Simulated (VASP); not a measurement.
# Te (P3_121) in VASP: notebook

The runs below take Te through single point, with PBE, r2SCAN.

Everything below comes from runs of VASP 6.6.1. Logs are shortened: lines on timing, memory, paths and dates and some standing lists are left out, and cuts for length are marked.

### 1 The cell of the first run

The structure is trigonal, space group P3_121 (No. 152). Conventional cell: a = 4.731 Å, b = 4.731 Å, c = 6.294 Å, α = 90.00°, β = 90.00°, γ = 120.00°. Within 3.7 Å of Te (site symmetry 2) lie 2 Te at 2.84 Å.

### 2 Single point, PBE (strain +5.8%)

Contents of INCAR:

```
SYSTEM = Te
  PREC = Accurate
  ENCUT = 520
  EDIFF = 1E-7
  ISMEAR = -1
  SIGMA = 0.02
  LREAL = .False.
  LASPH = .True.
  NELM = 80
  ALGO = Normal
  ISIF = 2
  LWAVE = .False.
  LCHARG = .False.
  GGA = PE
  NBANDS = 16
```

Contents of KPOINTS:

```
regular mesh
0
Gamma
  6 6 4
  0 0 0
```

Contents of POSCAR:

```
Te
1.0
    4.7305906752      0.0000000000      0.0000000000
   -2.3652953376      4.0968116996      0.0000000000
    0.0000000000      0.0000000000      6.2937743486
Te
3
Direct
    0.2337766396      0.0000000000      0.3333333333
    0.0000000000      0.2337766396      0.6666666667
    0.7662233604      0.7662233604      0.0000000000
```

Potentials or basis: VASP PAW PBE potentials, release 64 (Te).

Command:

```
$ cat potpaw_PBE.64/Te/POTCAR > POTCAR
$ mpirun -np 1 vasp_std > vasp.out
```

OUTCAR:

```text
SYSTEM = Te
   PREC = Accurate
   ENCUT = 520
   EDIFF = 1E-7
   ISMEAR = -1
   LREAL = .False.
   LASPH = .True.
   NELM = 80
   ISIF = 2
   GGA = PE

 ion  position               nearest neighbor table
   1  0.234  0.000  0.333-   3 2.84   2 2.84
   2  0.000  0.234  0.667-   3 2.84   1 2.84
   3  0.766  0.766  0.000-   2 2.84   1 2.84

  LATTYP: Found a hexagonal cell.
 ALAT       =     4.7305906752
 C/A-ratio  =     1.3304415412

  Lattice vectors:

 A1 = (   4.7305906752,   0.0000000000,   0.0000000000)
 A2 = (  -2.3652953376,   4.0968116996,   0.0000000000)
 A3 = (   0.0000000000,   0.0000000000,   6.2937743486)

Analysis of symmetry for initial positions (statically):
=====================================================================
 Subroutine PRICEL returns:
 Original cell was already a primitive cell.

 Routine SETGRP: Setting up the symmetry group for a
 hexagonal supercell.

 Subroutine GETGRP returns: Found  6 space group operations
 (whereof  2 operations were pure point group operations)
 out of a pool of 24 trial point group operations.

The static configuration has the point symmetry C_2 .
 The point group associated with its full space group is D_3 .

Analysis of symmetry for dynamics (positions and initial velocities):
=====================================================================
 Subroutine PRICEL returns:
 Original cell was already a primitive cell.

 Routine SETGRP: Setting up the symmetry group for a
 hexagonal supercell.

 Subroutine GETGRP returns: Found  6 space group operations
 (whereof  2 operations were pure point group operations)
 out of a pool of 24 trial point group operations.

The dynamic configuration has the point symmetry C_2 .
 The point group associated with its full space group is D_3 .

 Subroutine INISYM returns: Found  6 space group operations
 (whereof  2 operations are pure point group operations),
 and found     1 'primitive' translations

----------------------------------------------------------------------------------------

                                     Primitive cell

  volume of cell :     121.9755

  direct lattice vectors                    reciprocal lattice vectors
     4.730590675  0.000000000  0.000000000     0.211390092  0.122046127  0.000000000
    -2.365295338  4.096811700  0.000000000     0.000000000  0.244092254  0.000000000
     0.000000000  0.000000000  6.293774349     0.000000000  0.000000000  0.158887171

  length of vectors
     4.730590675  4.730590675  6.293774349     0.244092254  0.244092254  0.158887171

  position of ions in fractional coordinates (direct lattice)
     0.233776640  0.000000000  0.333333333
     0.000000000  0.233776640  0.666666667
     0.766223360  0.766223360  0.000000000

  ion indices of the primitive-cell ions
   primitive index   ion index
                 1           1
                 2           2
                 3           3

----------------------------------------------------------------------------------------

 KPOINTS: regular mesh

Automatic generation of k-mesh.
 Grid dimensions read from file:
 generate k-points for:    6    6    4

 Generating k-lattice:

  Cartesian coordinates                     Fractional coordinates (reciprocal lattice)
     0.035231682  0.020341021  0.000000000     0.166666667  0.000000000  0.000000000
     0.000000000  0.040682042  0.000000000     0.000000000  0.166666667  0.000000000
     0.000000000  0.000000000  0.039721793     0.000000000  0.000000000  0.250000000

  Length of vectors
     0.040682042  0.040682042  0.039721793

  Shift w.r.t. Gamma in fractional coordinates (k-lattice)
     0.000000000  0.000000000  0.000000000

 Subroutine IBZKPT returns following result:
 ===========================================

 Found     24 irreducible k-points:

 Following reciprocal coordinates:
            Coordinates               Weight
  0.000000  0.000000  0.000000      1.000000
  0.166667  0.000000  0.000000      6.000000
  0.333333  0.000000  0.000000      6.000000
  0.500000  0.000000  0.000000      3.000000
  0.166667  0.166667  0.000000      6.000000
  0.333333  0.166667  0.000000     12.000000
[... 16 lines left out ...]
  0.333333  0.166667  0.500000     12.000000
  0.333333  0.333333  0.500000      2.000000
   k-points           NKPTS =     24   k-points in BZ     NKDIM =     24   number of bands    NBANDS=     16
   number of dos      NEDOS =    301   number of ions     NIONS =      3
   total plane-waves  NPLWV =  62208
   dimension x,y,z NGX =    36 NGY =   36 NGZ =   48
   dimension x,y,z NGXF=    72 NGYF=   72 NGZF=   96
   ions per type =               3
   NGX,Y,Z   is equivalent  to a cutoff of  12.65, 12.65, 12.68 a.u.
   NGXF,Y,Z  is equivalent  to a cutoff of  25.30, 25.30, 25.36 a.u.
 SYSTEM =  Te
   PREC   = accura    normal or accurate (medium, high low for compatibility)
   ISTART =      0    job   : 0-new  1-cont  2-samecut
   ICHARG =      2    charge: 1-file 2-atom 10-const
   ISPIN  =      1    spin polarized calculation?
   LNONCOLLINEAR =      F non collinear calculations
   LSORBIT =      F    spin-orbit coupling
   LASPH  =      T    aspherical Exc in radial PAW
   ENCUT  =  520.0 eV  38.22 Ry    6.18 a.u.   8.80  8.80 11.70*2*pi/ulx,y,z
   NELM   =     80;   NELMIN=  2; NELMDL= -5     # of ELM steps
   EDIFF  = 0.1E-06   stopping-criterion for ELM
   LREAL  =      F    real-space projection
   EDIFFG = 0.1E-05   stopping-criterion for IOM
   NSW    =      0    number of steps for IOM
   IBRION =     -1    ionic relax: 0-MD 1-quasi-New 2-CG
   NFREE  =      0    steps in history (QN), initial steepest desc. (CG)
   ISIF   =      2    stress and relaxation
   ISYM   =      2    0-nonsym 1-usesym 2-fastsym
   POTIM  = 0.5000    time-step for ionic-motion
   TEBEG  =    0.0;   TEEND  =   0.0 temperature during run
   PSTRESS=    0.0 pullay stress
   NELECT =      18.0000    total number of electrons
   NUPDOWN=      -1.0000    fix difference up-down
   EMIN   =  10.00;   EMAX   =-10.00  energy-range for DOS
   EFERMI =   0.00;   METHOD = LEGACY
   ISMEAR =    -1;   SIGMA  =   0.02  broadening in eV -4-tet -1-fermi 0-gaus
   EFERMI_NEDOS =   21; number of points for ismear=-14 and -15
   IALGO  =     38    algorithm
   IMIX   =      4    mixing-type and parameters
     AMIX     =   0.40;   BMIX     =  1.00
     AMIX_MAG =   1.60;   BMIX_MAG =  1.00
  volume/ion in A,a.u.               =      40.66       274.38
  Fermi-wavevector in a.u.,A,eV,Ry     =   0.865117  1.634834 10.182972  0.748427
  Thomas-Fermi vector in A             =   1.983313
   LORBIT       =      0    0 simple, 1 ext, 2 COOP (PROOUT), +10 PAW based schemes
   GGA     = PE    functional components
   LHFCALC =     F    Hartree Fock is set to
   AEXX    =    0.0000 exact exchange contribution
   IVDW    =     0    specifies the selected vdW correction
   LEPSILON=     F    determine dielectric tensor
   LRPA    =     F    only Hartree local field effects (RPA)
 non-spin polarized calculation
  energy-cutoff  :      520.00
  volume of cell :      121.98
 maximum number of plane-waves:      3312
 NGX is ok and might be reduce to    36
   NGX = 17   NGY = 17   NGZ = 23

 number of electron      18.0000000 magnetization

 Free energy of the ion-electron system (eV)
  ---------------------------------------------------
  ext. energy  EPLUGINS =         0.00000000
  ---------------------------------------------------
  free energy    TOTEN  =        -9.28343284 eV

  energy without entropy =       -9.28283230  energy(sigma->0) =       -9.28313257

 E-fermi :   3.7816     XC(G=0):  -8.2261

 val. band max:        3.7354259373   @ k =   0.3333   0.3333   0.5000
 cond. band min:       3.8118189496   @ k =   0.3333   0.3333   0.5000
 fundamental gap:      0.0763930124
 Fermi energy:         3.7816092305

 k-point     1 :       0.0000    0.0000    0.0000
  band No.  band energies     occupation
      1      -8.9606      2.00000
      2      -6.1518      2.00000
      3      -6.1518      2.00000
      4       1.0366      2.00000
      5       1.0366      2.00000
      6       1.3039      2.00000
[... 8 lines left out ...]
     15       9.0310      0.00000
     16      10.5705      0.00000

 k-point     2 :       0.1667    0.0000    0.0000
  band No.  band energies     occupation
      1      -8.8527      2.00000
      2      -6.1976      2.00000
      3      -6.1226      2.00000
      4       0.3734      2.00000
      5       0.6858      2.00000
      6       1.2912      2.00000
[... 8 lines left out ...]
     15       9.9410      0.00000
     16      10.3891      0.00000

 k-point     3 :       0.3333    0.0000    0.0000
  band No.  band energies     occupation
      1      -8.5999      2.00000
      2      -6.3478      2.00000
      3      -6.0608      2.00000
      4      -0.2189      2.00000
      5       0.2398      2.00000
      6       1.1063      2.00000
[... 8 lines left out ...]
     15      11.0316      0.00000
     16      11.1206      0.00000

 k-point     4 :       0.5000    0.0000    0.0000
  band No.  band energies     occupation
      1      -8.4452      2.00000
      2      -6.4635      2.00000
      3      -6.0281      2.00000
      4      -0.3570      2.00000
      5       0.0742      2.00000
      6       1.2239      2.00000
[... 8 lines left out ...]
     15      11.9251      0.00000
     16      11.9385      0.00000

 k-point     5 :       0.1667    0.1667    0.0000
  band No.  band energies     occupation
      1      -8.6698      2.00000
      2      -6.2715      2.00000
      3      -6.1070      2.00000
      4      -0.0305      2.00000
      5       0.2022      2.00000
      6       1.2695      2.00000
[... 8 lines left out ...]
     15      10.4426      0.00000
     16      10.9322      0.00000

 k-point     6 :       0.3333    0.1667    0.0000
  band No.  band energies     occupation
      1      -8.4502      2.00000
      2      -6.3838      2.00000
      3      -6.1091      2.00000
      4      -0.2563      2.00000
      5      -0.0005      2.00000
      6       1.1860      2.00000
[... 8 lines left out ...]
     15      11.3087      0.00000
     16      11.5579      0.00000

 k-point     7 :       0.3333    0.3333    0.0000
  band No.  band energies     occupation
      1      -8.3700      2.00000
      2      -6.2745      2.00000
      3      -6.2745      2.00000
      4      -0.1391      2.00000
      5      -0.1391      2.00000
      6       1.4507      2.00000
[... 8 lines left out ...]
     15      10.1731      0.00000
     16      11.8525      0.00000

 k-point     8 :       0.0000    0.0000    0.2500
  band No.  band energies     occupation
      1      -8.7662      2.00000
      2      -7.2903      2.00000
      3      -5.0178      2.00000
      4       0.3269      2.00000
      5       1.4009      2.00000
      6       1.5019      2.00000
[... 8 lines left out ...]
     15       9.8007      0.00000
     16       9.9106      0.00000

 k-point     9 :       0.1667    0.0000    0.2500
  band No.  band energies     occupation
      1      -8.6635      2.00000
      2      -7.2307      2.00000
      3      -5.1417      2.00000
      4       0.1259      2.00000
      5       0.9234      2.00000
      6       1.4441      2.00000
[... 8 lines left out ...]
     15       9.6509      0.00000
     16      10.1957      0.00000
[... 172 lines left out ...]
 k-point    19 :       0.1667    0.0000    0.5000
  band No.  band energies     occupation
      1      -8.1206      2.00000
      2      -8.0924      2.00000
      3      -4.6574      2.00000
      4      -0.1753      2.00000
      5       1.1723      2.00000
      6       1.2996      2.00000
[... 8 lines left out ...]
     15       9.9560      0.00000
     16      10.4703      0.00000

 k-point    20 :       0.3333    0.0000    0.5000
  band No.  band energies     occupation
      1      -7.9609      2.00000
      2      -7.8508      2.00000
      3      -5.0761      2.00000
      4      -0.5440      2.00000
      5       0.5880      2.00000
      6       0.8621      2.00000
[... 8 lines left out ...]
     15      10.5443      0.00000
     16      11.0902      0.00000

 k-point    21 :       0.5000    0.0000    0.5000
  band No.  band energies     occupation
      1      -7.8748      2.00000
      2      -7.7024      2.00000
      3      -5.3101      2.00000
      4      -0.8224      2.00000
      5       0.4625      2.00000
      6       0.6607      2.00000
[... 8 lines left out ...]
     15      11.2959      0.00000
     16      12.0380      0.00000

 k-point    22 :       0.1667    0.1667    0.5000
  band No.  band energies     occupation
      1      -7.9931      2.00000
      2      -7.9277      2.00000
      3      -4.9606      2.00000
      4      -0.3775      2.00000
      5       0.6823      2.00000
      6       0.7596      2.00000
[... 8 lines left out ...]
     15      10.1956      0.00000
     16      10.6427      0.00000

 k-point    23 :       0.3333    0.1667    0.5000
  band No.  band energies     occupation
      1      -7.8481      2.00000
      2      -7.7373      2.00000
      3      -5.2849      2.00000
      4      -0.6819      2.00000
      5       0.2222      2.00000
      6       0.3493      2.00000
[... 8 lines left out ...]
     15      10.7112      0.00000
     16      11.2755      0.00000

 k-point    24 :       0.3333    0.3333    0.5000
  band No.  band energies     occupation
      1      -7.7344      2.00000
      2      -7.7344      2.00000
      3      -5.3781      2.00000
      4      -0.6441      2.00000
      5      -0.0421      2.00000
      6      -0.0421      2.00000
[... 8 lines left out ...]
     15      10.5970      0.00000
     16      10.7121      0.00000

------------------------ aborting loop because EDIFF is reached ----------------------------------------

  FORCE on cell =-STRESS in cart. coord.  units (eV):
  Direction    XX          YY          ZZ          XY          YZ          ZX
  --------------------------------------------------------------------------------------
  -------------------------------------------------------------------------------------
  Total       -0.5424903     -0.5424903     -2.1850677      0.0000000      0.0000000      0.0000000
  in kB       -7.1257407     -7.1257407    -28.7013911      0.0000000      0.0000000      0.0000000
  external PRESSURE =     -14.3176242 kB  Pullay stress =       0.0000000 kB

 VOLUME and BASIS-vectors are now :
 -----------------------------------------------------------------------------
  energy-cutoff  :      520.00
  volume of cell :      121.98
      direct lattice vectors                 reciprocal lattice vectors
     4.730590675  0.000000000  0.000000000     0.211390092  0.122046127  0.000000000
    -2.365295338  4.096811700  0.000000000     0.000000000  0.244092254  0.000000000
     0.000000000  0.000000000  6.293774349     0.000000000  0.000000000  0.158887171

 POSITION                                       TOTAL-FORCE (eV/Angst)
 -----------------------------------------------------------------------------------
      1.10590      0.00000      2.09792         0.190799      0.000000      0.000000
     -0.55295      0.95774      4.19585        -0.095399      0.165237      0.000000
      1.81234      3.13907      0.00000        -0.095399     -0.165237      0.000000
 -----------------------------------------------------------------------------------
    total drift:                               -0.000000     -0.000000      0.000000

  FREE ENERGIE OF THE ION-ELECTRON SYSTEM (eV)
  ---------------------------------------------------
  free  energy   TOTEN  =        -9.2834328416 eV

  energy  without entropy=       -9.2828322961  energy(sigma->0) =       -9.28313257
```

Wall time 17 s (1 thread of Intel Xeon 6975P-C (Granite Rapids), shared host); peak memory 0.23 GiB.

Results:

* Free energy: -9.2834 eV
* Pressure: -1.4 GPa
* Largest force: 0.191 eV/Å
* Band gap on the k mesh: 0.08 eV, direct

Forces in eV/Å, atoms in the order of the input:
```
Te   0.191  0.000  0.000
Te  -0.095  0.165  0.000
Te  -0.095 -0.165  0.000
```

Levels at points of the mesh, in eV from the valence-band top:
```
           k point  band 5  band 6  band 7  band 8  band 9  band 10  band 11  band 12  band 13  band 14
(0.00, 0.00, 0.00)   -2.70   -2.43   -1.16   -1.16   -0.15     1.18     1.18     2.12     5.25     5.25
(0.50, 0.00, 0.00)   -3.66   -2.51   -2.50   -1.13   -0.70     1.32     1.73     3.28     4.16     6.88
(0.00, 0.00, 0.50)   -2.16   -2.16   -0.97   -0.76   -0.76     0.83     1.27     1.27     4.74     6.15
(0.50, 0.00, 0.50)   -3.27   -3.07   -1.46   -1.29   -0.15     0.78     1.98     2.51     4.92     5.95
```

Caveat: the cell differs from its parent crystal (strain +5.8%); spin-orbit coupling is left out, which moves the levels of the heavy elements.

### 3 Single point, r2SCAN (epitaxial xy strain -4.9%)

Contents of POSCAR:

```
Te
1.0
    4.2508247211      0.0000000000      0.0000000000
   -2.1254123605      3.6813221955      0.0000000000
    0.0000000000      0.0000000000      6.1542545262
Te
3
Direct
    0.2738880050      0.0000000000      0.3333333333
    0.0000000000      0.2738880050      0.6666666667
    0.7261119950      0.7261119950      0.0000000000
```

Contents of INCAR.step1:

```
ALGO = Normal ; EDIFF = 1E-4
ENCUT = 520 ; GGA = PE
ISMEAR = -1 ; LASPH = T
LCHARG = F ; LREAL = F
LWAVE = T ; NBANDS = 16
NELM = 80 ; PREC = Accurate
SIGMA = 0.02
```

Contents of INCAR.step2:

```
ALGO = Normal ; EDIFF = 1E-7
ENCUT = 520 ; ISIF = 2
ISMEAR = -1 ; ISTART = 1
LASPH = T ; LCHARG = T
LELF = T ; LMIXTAU = T
LREAL = F ; LVHAR = T
LWAVE = F ; METAGGA = R2SCAN
NBANDS = 16 ; NELM = 80
PREC = Accurate ; SIGMA = 0.02
```

Contents of KPOINTS:

```
k-points
0
Gamma
  6 6 4
```

Potentials or basis: VASP PAW PBE potentials, release 64 (Te).

Command:

```
$ cat potpaw_PBE.64/Te/POTCAR > POTCAR
$ cp INCAR.step1 INCAR
$ mpirun -np 1 vasp_std > vasp.out
$ cp INCAR.step2 INCAR
$ mpirun -np 1 vasp_std > vasp.out
```

It took 67 s on 1 thread of Intel Xeon 6975P-C (Granite Rapids), shared host; peak memory 0.22 GiB.

It converged, with:

```
Free energy            : -76.1342 eV
Pressure               : 2.2 GPa
Largest force          : 0.007 eV/Å
Band gap on the k mesh : zero (filled and empty bands touch)
```

Forces in eV/Å, atoms in the order of the input:
```
Te   0.007  0.000  0.000
Te  -0.003  0.006  0.000
Te  -0.003 -0.006  0.000
```

Stress tensor (GPa, compression positive):
```
2.82 0.00 0.00
0.00 2.82 0.00
0.00 0.00 0.86
```

Levels at points of the mesh, in eV from the Fermi level:
```csv
k point,band 7,band 8,band 9,band 10,band 11,band 12
"(0.00, 0.00, 0.00)",-1.50,-1.50,-0.76,1.17,1.17,2.27
"(0.50, 0.00, 0.00)",-3.71,-0.92,-0.71,0.93,1.04,3.15
"(0.00, 0.00, 0.50)",-1.21,-0.67,-0.67,0.63,1.06,1.06
"(0.50, 0.00, 0.50)",-2.58,-2.35,-0.48,0.39,2.01,2.97
```

Caveat: the cell differs from its parent crystal (epitaxial xy strain -4.9%); the PAW data sets were made with another functional, which shifts forces and pressure a little; spin-orbit coupling is left out, which moves the levels of the heavy elements.
